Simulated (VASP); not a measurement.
Runs of VASP 6.6.1 on TiC. The structure is that of space group Fm-3m (No. 225), or close to it. The cells are those of the table. 

| cell | gap on the mesh (eV) | pressure (GPa) |
| --- | --- | --- |
| a = 3.094 Å, angles 60.0°, 2 atoms | none | (b) |
| a = 2.970 Å, angles 60.0°, 2 atoms | none | 20.2 |
| a = 3.054 Å, angles 60.0°, 2 atoms | none | -4.3 |
| a = 3.133 Å, angles 60.0°, 2 atoms | none | -20.6 |
| a = 3.171 Å, angles 60.0°, 2 atoms | none | (a) |

Alike in all rows: task single point; level PBEsol; potentials or basis VASP PAW PBE potentials, release 64 (Ti_sv, C); no spin polarisation; k mesh 11 × 11 × 11; cutoff (eV) 600; smearing fermi-dirac 0.15 eV.

Task: Fill in the values left out.

Result: (a) -26.6; (b) -13.4.

Caveats: the PAW data sets were made with another functional, which shifts forces and pressure a little.

A gap of «none» marks levels without a gap at the run's occupations.
